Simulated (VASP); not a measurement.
A run of VASP 6.6.1:

The input INCAR:

```
PREC = Accurate
ENCUT = 700
EDIFF = 1E-7
ISMEAR = 0
SIGMA = 0.1
LREAL = Auto
LASPH = T
NELM = 120
ALGO = Normal
ISIF = 3
LWAVE = F
LCHARG = F
GGA = PE
IBRION = 2
NSW = 70
EDIFFG = -0.04
ISYM = -1
GGA_COMPAT = F
NELMIN = 4
KPAR = 1
```

KPOINTS

```
explicit points
6
Reciprocal
  0.00000000   0.25000000   0.25000000 2
  0.00000000   0.25000000   0.75000000 2
  0.33333333   0.25000000   0.25000000 2
  0.33333333   0.25000000   0.75000000 2
  0.33333333   0.75000000   0.25000000 2
  0.33333333   0.75000000   0.75000000 2
```

The input POSCAR:

```
Al3In8N12
1.0
    0.0000000000      5.9227685382      0.0000000000
    5.1453312758      2.9613842691     -5.5002130701
   -5.1453312758      2.9613842691     -5.5002130701
Al In N
3 8 12
Direct
    0.1465552121      0.5032620082      0.5053686257
    0.6531685928      0.0053120490      0.0024983498
    0.0763339249      0.2575391683      0.2568805289
    0.6653187410      0.6695414158      0.3431006997
    0.1770657052      0.1668558000      0.8434827144
    0.6693203655      0.3433468805      0.6685043176
    0.1659663458      0.8418213953      0.1709290415
    0.0685458130      0.5969520465      0.9198806355
    0.5746554715      0.0902911173      0.4211542711
    0.0696054997      0.9162850885      0.5918200006
    0.5732174890      0.4201334071      0.0944693054
    0.3721613897      0.9617720965      0.6549705671
    0.8659078154      0.4586709573      0.1557386645
    0.3747776287      0.6563821260      0.9576628278
    0.8703032511      0.1564591910      0.4585315475
    0.2642865780      0.4030646389      0.7121846190
    0.7615676701      0.9061502544      0.2069653199
    0.2629176236      0.7056210265      0.4059879309
    0.7621401242      0.2035871741      0.9039969268
    0.8057102393      0.8265532259      0.8310581433
    0.3032641647      0.3305199845      0.3303046246
    0.7843951800      0.5817006211      0.5834514667
    0.2846322138      0.0848233572      0.0851044002
```

Potentials or basis: VASP PAW PBE potentials, release 64 (Al, In_d, N).

The run is started by

```console
$ cat potpaw_PBE.64/Al/POTCAR potpaw_PBE.64/In_d/POTCAR potpaw_PBE.64/N/POTCAR > POTCAR
$ mpirun -np 4 vasp_std > vasp.out
```

Hardware: 4 MPI ranks on Intel(R) Xeon(R) 6975P-C (Granite Rapids) (shared host).

Problem. Estimate the wall time of this run.

Solution. Wall time 35 min on 4 MPI ranks on Intel(R) Xeon(R) 6975P-C (Granite Rapids), with other jobs on the host, peak memory 0.3 GiB a rank. Counts: scf iterations 247, k points 6, ion steps 18.
